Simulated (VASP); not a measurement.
Input of a VASP 6.6.1 run:

Contents of INCAR:

```
SYSTEM = Nb3B
  ALGO = Normal
  EDIFF = 1E-7
  ENCUT = 520
  GGA = PE
  ISIF = 2
  ISMEAR = 0
  LASPH = .True.
  LCHARG = .True.
  LELF = .True.
  LREAL = .False.
  LVHAR = .True.
  LWAVE = .False.
  NBANDS = 29
  NELM = 100
  PREC = Accurate
  SIGMA = 0.1
```

Contents of KPOINTS:

```
k-points
0
Gamma
  4 4 4
  0 0 0
```

Contents of POSCAR:

```
Nb3B
1.0
    3.8456432100      0.0000000000      0.0000000000
    0.0000000000      3.8456432100      0.0000000000
    0.0000000000      0.0000000000      3.8456432100
Nb B
3 1
Direct
    0.0000000000      0.5000000000      0.5000000000
    0.5000000000      0.0000000000      0.5000000000
    0.5000000000      0.5000000000      0.0000000000
    0.0000000000      0.0000000000      0.0000000000
```

Potentials or basis: VASP PAW PBE potentials, release 64 (Nb_sv, B).

The run is started by

```bash
$ cat potpaw_PBE.64/Nb_sv/POTCAR potpaw_PBE.64/B/POTCAR > POTCAR
$ mpirun -np 1 vasp_std > vasp.out
```

Question: Estimate the pressure.

Answer: 13.6 GPa.

Question: What does it give for the band gap on the k mesh?

Answer: Zero (band 21 reaches 12.32 eV, above the bottom of band 22 at 11.56 eV).

Caveat: the k points lie up to 0.41 Å⁻¹ apart.
